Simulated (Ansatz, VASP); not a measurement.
## Cu: VASP beside Ansatz

The input INCAR:

```
SYSTEM = Cu
PREC = Accurate
ENCUT = 520
EDIFF = 1E-7
ISMEAR = 0
SIGMA = 0.15
LREAL = .False.
LASPH = .True.
NELM = 100
ALGO = Fast
ISIF = 2
LWAVE = .False.
LCHARG = .False.
GGA = PS
NBANDS = 12
```

KPOINTS

```
regular mesh
0
Gamma
  22 22 22
  0 0 0
```

Contents of POSCAR:

```
Cu
1.0
    0.0000000000      1.8075000000      1.8075000000
    1.7894250000      0.0000000000      1.8075000000
    1.7894250000      1.8075000000      0.0000000000
Cu
1
Direct
    0.0000000000      0.0000000000      0.0000000000
```

Input for Ansatz:

```yaml
crystal:
  lattice:
    - [0.0, 1.8075, 1.8075]
    - [1.789425, 0.0, 1.8075]
    - [1.789425, 1.8075, 0.0]
  atoms:
    - { symbol: Cu, position: [0.0, 0.0, 0.0] }
basis:
  ecutwfc: 420
kpoints:
  mp_grid: { grid: [22, 22, 22] }
hamiltonian:
  xc: pbesol
scf:
  occupations: { method: gaussian, width: 0.15 }
output:
  forces: true
  stress: true
  eigenvalues: true
```

Change from the starting cell: strain -0.0100 x Voigt [1, 0, 0, 0, 0, 0], atoms carried along.

Alike in both runs: task single point; functional PBEsol; k mesh 22 × 22 × 22; occupations gaussian, width 0.15 eV; no spin polarisation.

|  | VASP | Ansatz |
| --- | --- | --- |
| version | VASP 6.6.1 | Ansatz 0.2.0 |
| potentials or method | VASP PAW PBE potentials, release 64 (Cu), cutoff 520 eV | scalar-relativistic, plane waves, PAW |
| valence electrons in the cell | 11 | 19 |

```tsv
	VASP	Ansatz	Ansatz less VASP
gap on the k mesh at the Fermi level (eV)	none	none	-
pressure (GPa)	-4.2	-5.1	-0.89
traceless stress, the component that is largest in VASP (GPa)	0.38	0.38	+0.008
```

VASP's potentials were made for PBE, not for PBEsol. A gap of «none» marks a metal or a gap that the smearing closes. With one functional, cell and mesh, what is left measures potentials, basis and numerics. VASP's potentials hold 11 valence electrons a cell and Ansatz's 19, so a difference there can come from the potentials and not from the codes.
